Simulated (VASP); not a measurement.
## AlN: electric field gradients with PBE

AlN:

```
CELL_PARAMETERS angstrom
3.13161 0.00000 0.00000
-1.56580 2.71205 0.00000
0.00000 0.00000 5.01097
ATOMIC_POSITIONS crystal
Al 0.33333 0.66667 0.00000
Al 0.66667 0.33333 0.50000
N 0.33333 0.66667 0.38500
N 0.66667 0.33333 0.88500
```

This cell differs from its parent crystal: volume scaled by 1.02.

```
Program                : VASP 6.6.1
Task                   : electric field gradients
Functional             : PBE
Potentials or basis    : VASP PAW PBE potentials, release 64 (Al, N)
Cutoff                 : 520 eV
k mesh                 : 11 × 11 × 6
Occupations            : fermi-dirac, width 0.02 eV
Spin                   : no spin polarisation
Dipole correction      : no
Further INCAR settings : ALGO = Normal; EDIFF = 1e-08; NBANDS = 16
```

| Quantity | Value |
| --- | --- |
| Pressure | -0.2 GPa |
| Largest force | 0.180 eV/Å |
| Band gap on the k mesh | 3.99 eV, direct |

Forces on the atoms (eV/Å):
```
Al   0.000  0.000  0.180
Al   0.000  0.000  0.180
N    0.000  0.000 -0.180
N    0.000  0.000 -0.180
```

Stress tensor (GPa, compression positive):
```
 0.22  0.00  0.00
 0.00  0.22  0.00
 0.00  0.00 -1.09
```

Levels at points of the mesh, in eV from the valence-band top:
| k point | band 4 | band 5 | band 6 | band 7 | band 8 | band 9 | band 10 | band 11 | band 12 | band 13 |
| --- | --- | --- | --- | --- | --- | --- | --- | --- | --- | --- |
| (0.00, 0.00, 0.00) | -0.94 | -0.94 | -0.29 | -0.29 | 0.00 | 3.99 | 6.44 | 10.45 | 10.94 | 10.94 |
| (0.00, 0.00, 0.50) | -3.33 | -0.62 | -0.62 | -0.62 | -0.62 | 6.27 | 6.27 | 10.12 | 10.12 | 11.26 |

Electric field gradients, principal values (V/Å²):
```
atom   least  middle  greatest (by size)
1 Al  -4.188  -4.188               8.375
2 Al  -4.188  -4.188               8.375
 3 N  -0.228  -0.229               0.457
 4 N  -0.228  -0.229               0.457
```

Run time: 20 s on 1 thread of Intel(R) Xeon(R) Platinum 8488C (Sapphire Rapids) (shared host), peak memory 0.17 GiB.

Caveat: without QUAD_EFG the Cq values of the log hold for a quadrupole moment of 1 mb, not for the nuclei. A k mesh can miss the band edges.
